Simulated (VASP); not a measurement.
# GaN in VASP: a series of runs, part 3 of 3

VASP 6.6.1.

### Step 6. Single point, PBE

This run uses another cell than the first one, of 11.37 Å³/atom, 1.031 times its volume.

Input file INCAR:

```
SYSTEM = GaN
ALGO     = Normal         ! electronic algorithm
EDIFF    = 1E-6           ! SCF threshold, eV
ENCUT    = 520            ! plane-wave cutoff, eV
GGA      = PE             ! functional
ISIF     = 2              ! what is computed and relaxed
ISMEAR   = 0              ! smearing method
LASPH    = .True.         ! aspherical terms in the spheres
LCHARG   = .False.        ! write CHGCAR
LREAL    = .False.        ! projectors in reciprocal space
LWAVE    = .False.        ! write WAVECAR
NBANDS   = 16             ! bands
NELM     = 100            ! most SCF steps
PREC     = Accurate       ! precision mode
SIGMA    = 0.01           ! smearing width, eV
```

Input file KPOINTS:

```
k-points
0
Gamma
  6 6 6
  0 0 0
```

Input file POSCAR:

```
GaN
1.0
    0.0000000000      2.2489525436      2.2489525436
    2.2489525436      0.0000000000      2.2489525436
    2.2489525436      2.2489525436      0.0000000000
Ga N
1 1
Direct
    0.0000000000      0.0000000000      0.0000000000
    0.2500000000      0.2500000000      0.2500000000
```

Potentials or basis: VASP PAW PBE potentials, release 64 (Ga_d, N).

Run with:

```console
$ cat potpaw_PBE.64/Ga_d/POTCAR potpaw_PBE.64/N/POTCAR > POTCAR
$ mpirun -np 1 vasp_std > vasp.out
```

OUTCAR:

```text
SYSTEM = GaN
   EDIFF = 1E-6
   ENCUT = 520
   GGA = PE
   ISIF = 2
   ISMEAR = 0
   LASPH = .True.
   LREAL = .False.
   NELM = 100
   PREC = Accurate

 ion  position               nearest neighbor table
   1  0.000  0.000  0.000-   2 1.95   2 1.95   2 1.95   2 1.95
   2  0.250  0.250  0.250-   1 1.95   1 1.95   1 1.95   1 1.95

  LATTYP: Found a face centered cubic cell.
 ALAT       =     4.4979050872

  Lattice vectors:

 A1 = (   0.0000000000,   2.2489525436,   2.2489525436)
 A2 = (   2.2489525436,   0.0000000000,   2.2489525436)
 A3 = (   2.2489525436,   2.2489525436,   0.0000000000)

Analysis of symmetry for initial positions (statically):
=====================================================================
 Subroutine PRICEL returns:
 Original cell was already a primitive cell.

 Routine SETGRP: Setting up the symmetry group for a
 face centered cubic supercell.

 Subroutine GETGRP returns: Found 24 space group operations
 (whereof 24 operations were pure point group operations)
 out of a pool of 48 trial point group operations.

The static configuration has the point symmetry T_d .

Analysis of symmetry for dynamics (positions and initial velocities):
=====================================================================
 Subroutine PRICEL returns:
 Original cell was already a primitive cell.

 Routine SETGRP: Setting up the symmetry group for a
 face centered cubic supercell.

 Subroutine GETGRP returns: Found 24 space group operations
 (whereof 24 operations were pure point group operations)
 out of a pool of 48 trial point group operations.

The dynamic configuration has the point symmetry T_d .

 Subroutine INISYM returns: Found 24 space group operations
 (whereof 24 operations are pure point group operations),
 and found     1 'primitive' translations

----------------------------------------------------------------------------------------

                                     Primitive cell
[... 100 lines left out ...]
   IMIX   =      4    mixing-type and parameters
     AMIX     =   0.40;   BMIX     =  1.00
     AMIX_MAG =   1.60;   BMIX_MAG =  1.00
  volume/ion in A,a.u.               =      11.37        76.76
  Fermi-wavevector in a.u.,A,eV,Ry     =   1.514173  2.861371 31.194330  2.292719
  Thomas-Fermi vector in A             =   2.623866
   LORBIT       =      0    0 simple, 1 ext, 2 COOP (PROOUT), +10 PAW based schemes
   GGA     = PE    functional components
   LHFCALC =     F    Hartree Fock is set to
   AEXX    =    0.0000 exact exchange contribution
   IVDW    =     0    specifies the selected vdW correction
   LEPSILON=     F    determine dielectric tensor
   LRPA    =     F    only Hartree local field effects (RPA)
 non-spin polarized calculation
 Gauss-broadening in eV      SIGMA  =   0.01
  energy-cutoff  :      520.00
  volume of cell :       22.75
 maximum number of plane-waves:       624
   NGX = 11   NGY = 11   NGZ = 11

 number of electron      18.0000009 magnetization

 Free energy of the ion-electron system (eV)
  ---------------------------------------------------
  ext. energy  EPLUGINS =         0.00000000
  ---------------------------------------------------
  free energy    TOTEN  =       -12.13378242 eV

  energy without entropy =      -12.13378242  energy(sigma->0) =      -12.13378242

 E-fermi :   5.4067     XC(G=0): -11.6982

 val. band max:        5.3522818321   @ k =   0.0000   0.0000   0.0000
 cond. band min:       7.1138501200   @ k =   0.0000   0.0000   0.0000
 fundamental gap:      1.7615682879
 Fermi energy:         5.4067038674

 k-point     1 :       0.0000    0.0000    0.0000
  band No.  band energies     occupation
      1     -10.6346      2.00000
      2      -8.0992      2.00000
      3      -8.0992      2.00000
      4      -8.0992      2.00000
      5      -7.7735      2.00000
      6      -7.7735      2.00000
[... 281 lines left out ...]
      3      -7.8918      2.00000
      4      -7.7820      2.00000
      5      -7.7332      2.00000
      6      -5.8836      2.00000
[... 8 lines left out ...]
     15      26.0798      0.00000
     16      28.4746      0.00000

------------------------ aborting loop because EDIFF is reached ----------------------------------------

  FORCE on cell =-STRESS in cart. coord.  units (eV):
  Direction    XX          YY          ZZ          XY          YZ          ZX
  --------------------------------------------------------------------------------------
  -------------------------------------------------------------------------------------
  Total        0.8853160      0.8853160      0.8853160      0.0000000     -0.0000000      0.0000000
  in kB       62.3502253     62.3502253     62.3502253      0.0000000     -0.0000000      0.0000000
  external PRESSURE =      62.3502253 kB  Pullay stress =       0.0000000 kB

 VOLUME and BASIS-vectors are now :
 -----------------------------------------------------------------------------
  energy-cutoff  :      520.00
  volume of cell :       22.75
      direct lattice vectors                 reciprocal lattice vectors
     0.000000000  2.248952544  2.248952544    -0.222325723  0.222325723  0.222325723
     2.248952544  0.000000000  2.248952544     0.222325723 -0.222325723  0.222325723
     2.248952544  2.248952544  0.000000000     0.222325723  0.222325723 -0.222325723

 POSITION                                       TOTAL-FORCE (eV/Angst)
 -----------------------------------------------------------------------------------
      0.00000      0.00000      0.00000        -0.000000     -0.000000     -0.000000
      1.12448      1.12448      1.12448         0.000000      0.000000      0.000000
 -----------------------------------------------------------------------------------
    total drift:                                0.000002      0.000002      0.000002

  FREE ENERGIE OF THE ION-ELECTRON SYSTEM (eV)
  ---------------------------------------------------
  free  energy   TOTEN  =       -12.1337824245 eV

  energy  without entropy=      -12.1337824245  energy(sigma->0) =      -12.13378242
```

OSZICAR:

```text
N       E                     dE             d eps       ncg     rms          rms(c)
DAV:   1     0.809147490656E+02    0.80915E+02   -0.91759E+03   584   0.199E+03
DAV:   2    -0.811911928076E+01   -0.89034E+02   -0.82602E+02   560   0.330E+02
DAV:   3    -0.140821136667E+02   -0.59630E+01   -0.59402E+01   624   0.718E+01
DAV:   4    -0.141471479588E+02   -0.65034E-01   -0.65026E-01   624   0.801E+00
DAV:   5    -0.141479162310E+02   -0.76827E-03   -0.76827E-03   600   0.813E-01    0.774E+00
DAV:   6    -0.121326258376E+02    0.20153E+01   -0.49323E+00   768   0.399E+01    0.268E+00
DAV:   7    -0.121412949614E+02   -0.86691E-02   -0.31860E-01   560   0.652E+00    0.177E+00
DAV:   8    -0.121374669164E+02    0.38280E-02   -0.55274E-02   616   0.323E+00    0.766E-01
DAV:   9    -0.121335298810E+02    0.39370E-02   -0.13820E-02   768   0.272E+00    0.195E-01
DAV:  10    -0.121338731038E+02   -0.34322E-03   -0.15045E-03   592   0.549E-01    0.934E-02
DAV:  11    -0.121337775606E+02    0.95543E-04   -0.27570E-04   736   0.250E-01    0.933E-03
DAV:  12    -0.121337827011E+02   -0.51405E-05   -0.29869E-05   600   0.509E-02    0.112E-02
DAV:  13    -0.121337824245E+02    0.27660E-06   -0.62074E-07   408   0.142E-02
   1 F= -.12133782E+02 E0= -.12133782E+02  d E =-.107460E-16
```

stdout:

```text
POSCAR found type information on POSCAR GaN
 POSCAR found :  2 types and       2 ions
 scaLAPACK will be used
 LDA part: xc-table for (Slater+PW92), standard interpolation
 POSCAR, INCAR and KPOINTS ok, starting setup
 FFT: planning ... GRIDC
 FFT: planning ... GRID_SOFT
 FFT: planning ... GRID
 WAVECAR not read
 entering main loop
```

Run time: 5.3 s. Hardware: 1 thread of Intel Xeon Platinum 8259CL at 2.50GHz (Skylake/Cascade Lake), shared host; peak memory 0.13 GiB.

Results:

```yaml
Free_energy: -12.1338 eV
Pressure: 6.2 GPa
Band_gap_on_the_k_mesh: 1.76 eV, direct
```

### Step 7. Summary

```csv
level,cell,k mesh,gap on the mesh (eV),pressure (GPa)
r2SCAN,"a = 3.184, b = 3.184, c = 3.085 Å, angles 61.0, 61.0, 58.0°, 2 atoms",10 × 10 × 10,2.24,7.3
r2SCAN,"a = 3.221, b = 3.221, c = 3.180 Å, angles 60.4, 60.4, 59.2°, 2 atoms",10 × 10 × 10,1.95,-3.6
r2SCAN,"a = 3.179 Å, angles 59.0°, 2 atoms",10 × 10 × 10,2.25,6.1
r2SCAN,"a = 3.212 Å, angles 59.3°, 2 atoms",10 × 10 × 10,2.02,-1.6
PBE,"a = 3.180 Å, angles 60.0°, 2 atoms",6 × 6 × 6,1.76,6.2
```

Alike in all rows: task single point; potentials or basis VASP PAW PBE potentials, release 64 (Ga_d, N); no spin polarisation; cutoff (eV) 520; smearing gaussian 0.01 eV.

Caveats: the PAW data sets were made with another functional, which shifts forces and pressure a little (some runs).

Total energies depend on the potentials used, so only differences within one code and one set of settings carry meaning.
